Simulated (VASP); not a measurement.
Set up this calculation in VASP 6.6.1, as the native input.

```
Task                   : single point
Functional             : PBE
Potentials or basis    : VASP PAW PBE potentials, release 64 (Na_pv, F)
Cutoff                 : 520 eV
k mesh                 : 2 × 2 × 2
Occupations            : gaussian, width 0.15 eV
Spin                   : no spin polarisation
Dipole correction      : no
Further INCAR settings : LREAL = Auto; ALGO = Normal; EDIFF = 1e-07; NBANDS = 74
```

The structure of Na16F (a cell with a defect) lies in POSCAR:

```
Na16F
1.0
    8.4600000000      0.0000000000      0.0000000000
    0.0000000000      8.4600000000      0.0000000000
    0.0000000000      0.0000000000      8.4600000000
Na F
16 1
Direct
    0.0003410956     -0.0180391135     -0.0257645132
    0.5001933575     -0.0159073936      0.0133862440
    0.0003383255      0.5192338427     -0.0259175634
    0.0002852395      0.0231731974      0.5087749108
    0.2277081811      0.2505547275      0.2411662551
    0.5001971860      0.5167690683      0.0134763282
    0.5002221769      0.0114344158      0.4935186403
    0.7727767973      0.2505175393      0.2408518644
    0.0003140631      0.4776551924      0.5081713537
    0.2392327741      0.7504046499      0.2564472177
    0.2687793981      0.2505969682      0.7755884945
    0.5002255997      0.4894534137      0.4934231089
    0.7612524448      0.7504018612      0.2563898652
    0.7318663857      0.2505975216      0.7755262008
    0.2660984655      0.7503492802      0.7357101171
    0.7343814986      0.7503480072      0.7357615671
    0.0002094109      0.2504125217      0.3745377087
```

The input as run:

INCAR

```
PREC = Accurate ; ENCUT = 520
EDIFF = 1E-7 ; ISMEAR = 0
SIGMA = 0.15 ; LREAL = Auto
LASPH = T ; NELM = 80
ALGO = Normal ; ISIF = 2
LWAVE = F ; LCHARG = T
GGA = PE ; LELF = T
LVHAR = T ; NBANDS = 74
```

KPOINTS

```
regular mesh
0
Gamma
  2 2 2
```

Potentials or basis: VASP PAW PBE potentials, release 64 (Na_pv, F).

The run is started by

```bash
$ cat potpaw_PBE.64/Na_pv/POTCAR potpaw_PBE.64/F/POTCAR > POTCAR
$ mpirun -np 1 vasp_std > vasp.out
```

It gave:

* Pressure: 0.0 GPa
* Largest force: 0.007 eV/Å
* Band gap on the k mesh: zero (an odd number of electrons rules out a gap without spin polarisation)

Caveat: the k points lie up to 0.37 Å⁻¹ apart, too coarse for converged energies and pressures of a metal.

It took 3.4 min on 1 thread of Intel(R) Xeon(R) 6975P-C (Granite Rapids), with other jobs on the host, peak memory 0.65 GiB.
